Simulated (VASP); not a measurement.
# Ni (P6_3/mmc) in VASP: notebook

The runs below take Ni through single point, with LDA.

All numbers are computed with VASP 6.6.1; they aren't measurements. Logs are shortened: lines on timing, memory, paths and dates and some standing lists are left out, and cuts for length are marked.

## 1. The cell of the first run

Symmetry: P6_3/mmc, No. 194, hexagonal system. The conventional cell has a = 2.481 Å, b = 2.481 Å, c = 8.127 Å, α = 90.00°, β = 90.00°, γ = 120.00°. Ni (site symmetry -3m) has 12 Ni at 2.48 to 2.49 Å within 3.3 Å. Within 3.3 Å of Ni (site symmetry -6m2) lie 12 Ni at 2.48 to 2.49 Å.

This isn't the form of Ni at room conditions, which is fcc.

## 2. Single point, LDA (10.83 Å³/atom)

File INCAR:

```
PREC = Accurate
ENCUT = 520
EDIFF = 1E-6
ISMEAR = -1
SIGMA = 0.1
LREAL = False
LASPH = True
NELM = 80
ALGO = Normal
ISIF = 2
LWAVE = False
LCHARG = False
NBANDS = 28
```

File KPOINTS:

```
Automatic mesh
0
Gamma
  17 17 5
```

File POSCAR:

```
Ni
1.0
    2.4805722260      0.0000000000      0.0000000000
   -1.2402861130      2.1482385636      0.0000000000
    0.0000000000      0.0000000000      8.1273120899
Ni
4
Direct
    0.0000000000      1.0000000000      0.0000000000
    1.0000000000      1.0000000000      0.5000000000
    0.3333333333      0.6666666667      0.2500000000
    0.6666666667      0.3333333333      0.7500000000
```

Potentials or basis: VASP PAW LDA potentials, release 64 (Ni).

The run is started by

```sh
$ cat potpaw_LDA.64/Ni/POTCAR > POTCAR
$ mpirun -np 1 vasp_std > vasp.out
```

OUTCAR:

```text
PREC = Accurate
   ENCUT = 520
   EDIFF = 1E-6
   ISMEAR = -1
   LREAL = False
   LASPH = True
   NELM = 80
   ISIF = 2

 ion  position               nearest neighbor table
   1  0.000  0.000  0.000-   3 2.49   4 2.49   3 2.49   4 2.49   4 2.49   3 2.49
   2  0.000  0.000  0.500-   3 2.49   4 2.49   3 2.49   4 2.49   4 2.49   3 2.49
   3  0.333  0.667  0.250-   1 2.49   2 2.49   1 2.49   2 2.49   1 2.49   2 2.49
   4  0.667  0.333  0.750-   1 2.49   2 2.49   1 2.49   2 2.49   1 2.49   2 2.49

  LATTYP: Found a hexagonal cell.
 ALAT       =     2.4805722260
 C/A-ratio  =     3.2763859906

  Lattice vectors:

 A1 = (   2.4805722260,   0.0000000000,   0.0000000000)
 A2 = (  -1.2402861130,   2.1482385636,   0.0000000000)
 A3 = (   0.0000000000,   0.0000000000,   8.1273120899)

Analysis of symmetry for initial positions (statically):
=====================================================================
 Subroutine PRICEL returns:
 Original cell was already a primitive cell.

 Routine SETGRP: Setting up the symmetry group for a
 hexagonal supercell.

 Subroutine GETGRP returns: Found 24 space group operations
 (whereof 12 operations were pure point group operations)
 out of a pool of 24 trial point group operations.

The static configuration has the point symmetry D_3d.
 The point group associated with its full space group is D_6h.

Analysis of symmetry for dynamics (positions and initial velocities):
=====================================================================
 Subroutine PRICEL returns:
 Original cell was already a primitive cell.

 Routine SETGRP: Setting up the symmetry group for a
 hexagonal supercell.

 Subroutine GETGRP returns: Found 24 space group operations
 (whereof 12 operations were pure point group operations)
 out of a pool of 24 trial point group operations.

The dynamic configuration has the point symmetry D_3d.
 The point group associated with its full space group is D_6h.

 Subroutine INISYM returns: Found 24 space group operations
 (whereof 12 operations are pure point group operations),
 and found     1 'primitive' translations

----------------------------------------------------------------------------------------

                                     Primitive cell

  volume of cell :      43.3093

  direct lattice vectors                    reciprocal lattice vectors
     2.480572226  0.000000000  0.000000000     0.403132789  0.232748824  0.000000000
    -1.240286113  2.148238564  0.000000000     0.000000000  0.465497649  0.000000000
     0.000000000  0.000000000  8.127312090     0.000000000  0.000000000  0.123041910

  length of vectors
     2.480572226  2.480572226  8.127312090     0.465497649  0.465497649  0.123041910

  position of ions in fractional coordinates (direct lattice)
     0.000000000  0.000000000  0.000000000
     0.000000000  0.000000000  0.500000000
     0.333333333  0.666666667  0.250000000
     0.666666667  0.333333333  0.750000000

  ion indices of the primitive-cell ions
   primitive index   ion index
                 1           1
                 2           2
                 3           3
                 4           4

----------------------------------------------------------------------------------------

 KPOINTS: Automatic mesh

Automatic generation of k-mesh.
 Grid dimensions read from file:
 generate k-points for:   17   17    5

 Generating k-lattice:

  Cartesian coordinates                     Fractional coordinates (reciprocal lattice)
     0.023713693  0.013691107  0.000000000     0.058823529  0.000000000  0.000000000
     0.000000000  0.027382215  0.000000000     0.000000000  0.058823529  0.000000000
     0.000000000  0.000000000  0.024608382     0.000000000  0.000000000  0.200000000

  Length of vectors
     0.027382215  0.027382215  0.024608382

  Shift w.r.t. Gamma in fractional coordinates (k-lattice)
     0.000000000  0.000000000  0.000000000

 Subroutine IBZKPT returns following result:
 ===========================================

 Found     99 irreducible k-points:

 Following reciprocal coordinates:
            Coordinates               Weight
  0.000000  0.000000  0.000000      1.000000
  0.058824  0.000000  0.000000      6.000000
  0.117647  0.000000  0.000000      6.000000
  0.176471  0.000000  0.000000      6.000000
  0.235294  0.000000  0.000000      6.000000
  0.294118  0.000000  0.000000      6.000000
[... 16 lines left out ...]
  0.411765  0.117647  0.000000     12.000000
  0.176471  0.176471  0.000000      6.000000
 [... further k-points ...]
   k-points           NKPTS =     99   k-points in BZ     NKDIM =     99   number of bands    NBANDS=     28
   number of dos      NEDOS =    301   number of ions     NIONS =      4
   total plane-waves  NPLWV =  19440
   dimension x,y,z NGX =    18 NGY =   18 NGZ =   60
   dimension x,y,z NGXF=    36 NGYF=   36 NGZF=  120
   ions per type =               4
   NGX,Y,Z   is equivalent  to a cutoff of  12.06, 12.06, 12.27 a.u.
   NGXF,Y,Z  is equivalent  to a cutoff of  24.13, 24.13, 24.55 a.u.
 SYSTEM =  unknown system
   PREC   = accura    normal or accurate (medium, high low for compatibility)
   ISTART =      0    job   : 0-new  1-cont  2-samecut
   ICHARG =      2    charge: 1-file 2-atom 10-const
   ISPIN  =      1    spin polarized calculation?
   LNONCOLLINEAR =      F non collinear calculations
   LSORBIT =      F    spin-orbit coupling
   LASPH  =      T    aspherical Exc in radial PAW
   ENCUT  =  520.0 eV  38.22 Ry    6.18 a.u.   4.61  4.61 15.11*2*pi/ulx,y,z
   NELM   =     80;   NELMIN=  2; NELMDL= -5     # of ELM steps
   EDIFF  = 0.1E-05   stopping-criterion for ELM
   LREAL  =      F    real-space projection
   EDIFFG = 0.1E-04   stopping-criterion for IOM
   NSW    =      0    number of steps for IOM
   IBRION =     -1    ionic relax: 0-MD 1-quasi-New 2-CG
   NFREE  =      0    steps in history (QN), initial steepest desc. (CG)
   ISIF   =      2    stress and relaxation
   ISYM   =      2    0-nonsym 1-usesym 2-fastsym
   POTIM  = 0.5000    time-step for ionic-motion
   TEBEG  =    0.0;   TEEND  =   0.0 temperature during run
   PSTRESS=    0.0 pullay stress
   NELECT =      40.0000    total number of electrons
   NUPDOWN=      -1.0000    fix difference up-down
   EMIN   =  10.00;   EMAX   =-10.00  energy-range for DOS
   EFERMI =   0.00;   METHOD = LEGACY
   ISMEAR =    -1;   SIGMA  =   0.10  broadening in eV -4-tet -1-fermi 0-gaus
   EFERMI_NEDOS =   21; number of points for ismear=-14 and -15
   IALGO  =     38    algorithm
   IMIX   =      4    mixing-type and parameters
     AMIX     =   0.40;   BMIX     =  1.00
     AMIX_MAG =   1.60;   BMIX_MAG =  1.00
  volume/ion in A,a.u.               =      10.83        73.07
  Fermi-wavevector in a.u.,A,eV,Ry     =   1.594291  3.012774 34.582816  2.541765
  Thomas-Fermi vector in A             =   2.692389
   LORBIT       =      0    0 simple, 1 ext, 2 COOP (PROOUT), +10 PAW based schemes
   GGA     = CA    functional components
   LHFCALC =     F    Hartree Fock is set to
   AEXX    =    0.0000 exact exchange contribution
   IVDW    =     0    specifies the selected vdW correction
   LEPSILON=     F    determine dielectric tensor
   LRPA    =     F    only Hartree local field effects (RPA)
 non-spin polarized calculation
  energy-cutoff  :      520.00
  volume of cell :       43.31
 maximum number of plane-waves:      1184
   NGX =  9   NGY =  9   NGZ = 31

 number of electron      40.0000017 magnetization

 Free energy of the ion-electron system (eV)
  ---------------------------------------------------
  ext. energy  EPLUGINS =         0.00000000
  ---------------------------------------------------
  free energy    TOTEN  =       -26.14367510 eV

  energy without entropy =      -25.78472779  energy(sigma->0) =      -25.96420145

 E-fermi :   8.9766     XC(G=0): -13.6395

 val. band max:        8.9731038623   @ k =   0.4118   0.0000   0.4000
 cond. band min:       8.9771305633   @ k =   0.2353   0.2353   0.2000
 fundamental gap:      0.0040267010
 Fermi energy:         8.9765524829

 k-point     1 :       0.0000    0.0000    0.0000
  band No.  band energies     occupation
      1       0.0976      2.00000
      2       2.3387      2.00000
      3       2.3387      2.00000
      4       4.4799      2.00000
      5       6.6842      2.00000
      6       6.7121      2.00000
[... 20 lines left out ...]
     27      23.6077      0.00000
     28      31.6118      0.00000

 k-point     2 :       0.0588    0.0000    0.0000
  band No.  band energies     occupation
      1       0.2188      2.00000
      2       2.4457      2.00000
      3       2.4457      2.00000
      4       4.5590      2.00000
      5       6.6178      2.00000
      6       6.6793      2.00000
[... 20 lines left out ...]
     27      23.6960      0.00000
     28      30.5450      0.00000

 k-point     3 :       0.1176    0.0000    0.0000
  band No.  band energies     occupation
      1       0.5777      2.00000
      2       2.7560      2.00000
      3       2.7561      2.00000
      4       4.7807      2.00000
      5       6.4672      2.00000
      6       6.5943      2.00000
[... 20 lines left out ...]
     27      23.9556      0.00000
     28      27.8076      0.00000

 k-point     4 :       0.1765    0.0000    0.0000
  band No.  band energies     occupation
      1       1.1579      2.00000
      2       3.2321      2.00000
      3       3.2324      2.00000
      4       5.0910      2.00000
      5       6.3020      2.00000
      6       6.4613      2.00000
[... 578 lines left out ...]
     27      18.6072      0.00000
     28      19.1203      0.00000

 k-point    23 :       0.4118    0.1176    0.0000
  band No.  band energies     occupation
      1       4.7353      2.00000
      2       4.8242      2.00000
      3       5.1878      2.00000
      4       5.4443      2.00000
      5       5.8088      2.00000
      6       5.8129      2.00000
[... 20 lines left out ...]
     27      19.4403      0.00000
     28      19.8613      0.00000

 k-point    24 :       0.1765    0.1765    0.0000
  band No.  band energies     occupation
      1       3.0438      2.00000
      2       4.5027      2.00000
      3       4.5068      2.00000
      4       5.7614      2.00000
      5       5.8740      2.00000
      6       6.0211      2.00000
[... 20 lines left out ...]
     27      21.4798      0.00000
     28      23.4128      0.00000

 [... further k-points ...]

------------------------ aborting loop because EDIFF is reached ----------------------------------------

  FORCE on cell =-STRESS in cart. coord.  units (eV):
  Direction    XX          YY          ZZ          XY          YZ          ZX
  --------------------------------------------------------------------------------------
  -------------------------------------------------------------------------------------
  Total       -4.3978651     -4.3978651     -4.3905676      0.0000000      0.0000000      0.0000000
  in kB     -162.6938597   -162.6938597   -162.4238973      0.0000000      0.0000000      0.0000000
  external PRESSURE =    -162.6038722 kB  Pullay stress =       0.0000000 kB

 VOLUME and BASIS-vectors are now :
 -----------------------------------------------------------------------------
  energy-cutoff  :      520.00
  volume of cell :       43.31
      direct lattice vectors                 reciprocal lattice vectors
     2.480572226  0.000000000  0.000000000     0.403132789  0.232748824  0.000000000
    -1.240286113  2.148238564  0.000000000     0.000000000  0.465497649  0.000000000
     0.000000000  0.000000000  8.127312090     0.000000000  0.000000000  0.123041910

 POSITION                                       TOTAL-FORCE (eV/Angst)
 -----------------------------------------------------------------------------------
      0.00000      0.00000      0.00000        -0.000000      0.000000      0.000000
      0.00000      0.00000      4.06366        -0.000000      0.000000      0.000000
     -0.00000      1.43216      2.03183         0.000000      0.000000      0.000000
      1.24029      0.71608      6.09548        -0.000000     -0.000000     -0.000000
 -----------------------------------------------------------------------------------
    total drift:                                0.000000     -0.000000      0.000000

  FREE ENERGIE OF THE ION-ELECTRON SYSTEM (eV)
  ---------------------------------------------------
  free  energy   TOTEN  =       -26.1436750997 eV

  energy  without entropy=      -25.7847277930  energy(sigma->0) =      -25.96420145
```

It took 87 s on 1 thread of Intel Xeon Platinum 8259CL at 2.50GHz (Skylake/Cascade Lake), shared host; peak memory 0.2 GiB.

Results:

```
Free energy            : -26.1437 eV
Pressure               : -16.3 GPa
Band gap on the k mesh : zero (bands 20 and 21 overlap by 0.57 eV)
```

Levels at points of the mesh, in eV from the Fermi level:
| k point | band 16 | band 17 | band 18 | band 19 | band 20 | band 21 | band 22 | band 23 | band 24 | band 25 |
| --- | --- | --- | --- | --- | --- | --- | --- | --- | --- | --- |
| (0.00, 0.00, 0.00) | -0.98 | -0.98 | -0.68 | -0.68 | -0.45 | -0.45 | -0.16 | -0.09 | -0.09 | 6.02 |

Caveat: the cell stands under tension; the run has no spin polarisation, though such a crystal can be magnetic. Spin polarisation is off, so any magnetic state and its effect on volume and gap are missing.

## 3. Single point, LDA (11.23 Å³/atom)

This run uses another cell than the first one, of 11.23 Å³/atom.

File INCAR:

```
SYSTEM = Ni
PREC = Accurate
ENCUT = 520
EDIFF = 1E-6
ISMEAR = -1
SIGMA = 0.1
LREAL = .FALSE.
LASPH = .TRUE.
NELM = 80
ALGO = Normal
ISIF = 2
LWAVE = .FALSE.
LCHARG = .FALSE.
GGA = CA
NBANDS = 28
```

File KPOINTS:

```
Automatic mesh
0
G
  17 17 5
  0 0 0
```

File POSCAR:

```
Ni
1.0
    2.5108260884      0.0000000000      0.0000000000
   -1.2554130442      2.1744391771      0.0000000000
    0.0000000000      0.0000000000      8.2264354211
Ni
4
Direct
    0.0000000000      1.0000000000      0.0000000000
    1.0000000000      1.0000000000      0.5000000000
    0.3333333333      0.6666666667      0.2500000000
    0.6666666667      0.3333333333      0.7500000000
```

Potentials or basis: VASP PAW LDA potentials, release 64 (Ni).

The run is started by

```sh
$ cat potpaw_LDA.64/Ni/POTCAR > POTCAR
$ mpirun -np 1 vasp_std > vasp.out
```

It took 1.8 min on 1 thread of Intel Xeon Platinum 8259CL at 2.50GHz (Skylake/Cascade Lake), shared host; peak memory 0.21 GiB.

Results (log left out):

| Quantity | Value |
| --- | --- |
| Free energy | -25.9534 eV |
| Pressure | -21.7 GPa |
| Band gap on the k mesh | zero (bands 20 and 21 overlap by 0.54 eV) |

Levels at points of the mesh, in eV from the Fermi level:
| k point | band 17 | band 18 | band 19 | band 20 | band 21 | band 22 | band 23 | band 24 |
| --- | --- | --- | --- | --- | --- | --- | --- | --- |
| (0.00, 0.00, 0.00) | -0.93 | -0.65 | -0.65 | -0.43 | -0.43 | -0.09 | -0.09 | -0.09 |

Caveat: the cell stands under tension; the run has no spin polarisation, though such a crystal can be magnetic.

## 4. Single point, LDA

This run uses another cell than the first one, of 10.03 Å³/atom.

File INCAR:

```
SYSTEM = Ni
ALGO = Normal
EDIFF = 1E-6
ENCUT = 520
ISIF = 2
ISMEAR = -1
LASPH = .TRUE.
LCHARG = .FALSE.
LREAL = .FALSE.
LWAVE = .FALSE.
NBANDS = 28
NELM = 60
PREC = Accurate
SIGMA = 0.1
```

File KPOINTS:

```
k-points
0
G
  20 20 6
  0 0 0
```

File POSCAR:

```
Ni
1.0
    2.4177457299      0.0000000000      0.0000000000
   -1.2088728649      2.0938292220      0.0000000000
    0.0000000000      0.0000000000      7.9214682383
Ni
4
Direct
    0.0000000000      1.0000000000      0.0000000000
    1.0000000000      1.0000000000      0.5000000000
    0.3333333333      0.6666666667      0.2500000000
    0.6666666667      0.3333333333      0.7500000000
```

The run is started by

```sh
$ cat potpaw_LDA.64/Ni/POTCAR > POTCAR
$ mpirun -np 1 vasp_std > vasp.out
```

Run time: 2.4 min. Hardware: 1 thread of Intel Xeon Platinum 8259CL at 2.50GHz (Skylake/Cascade Lake), shared host; peak memory 0.25 GiB.

The run converged. Its results:

```yaml
Free_energy: -26.3177 eV
Pressure: -0.1 GPa
Band_gap_on_the_k_mesh: zero (bands 20 and 21 overlap by 0.64 eV)
```

Levels at points of the mesh, in eV from the Fermi level:
```csv
k point,band 18,band 19,band 20,band 21,band 22,band 23
"(0.00, 0.00, 0.00)",-0.76,-0.76,-0.50,-0.50,-0.32,-0.09
"(0.50, 0.00, 0.00)",0.10,0.10,0.12,0.36,1.47,2.84
"(0.00, 0.00, 0.50)",-0.93,-0.93,-0.93,-0.27,-0.27,-0.27
"(0.50, 0.00, 0.50)",-0.01,0.09,0.09,1.59,1.59,3.08
```

Caveat: the run has no spin polarisation, though such a crystal can be magnetic.

## 5. Overview

```tsv
cell	k mesh	gap on the mesh (eV)	pressure (GPa)
a = 2.481, b = 2.481, c = 8.127 Å, angles 90.0, 90.0, 120.0°, 4 atoms	17 × 17 × 5	none	-16.3
a = 2.511, b = 2.511, c = 8.226 Å, angles 90.0, 90.0, 120.0°, 4 atoms	17 × 17 × 5	none	-21.7
a = 2.418, b = 2.418, c = 7.921 Å, angles 90.0, 90.0, 120.0°, 4 atoms	20 × 20 × 6	none	-0.1
```

Alike in all rows: task single point; level LDA; potentials or basis VASP PAW LDA potentials, release 64 (Ni); no spin polarisation; cutoff (eV) 520; smearing fermi-dirac 0.1 eV.

Caveats: the run has no spin polarisation, though such a crystal can be magnetic; the cell stands under tension (at least some runs).

Total energies depend on the potentials used, so only differences within one code and one set of settings carry meaning.
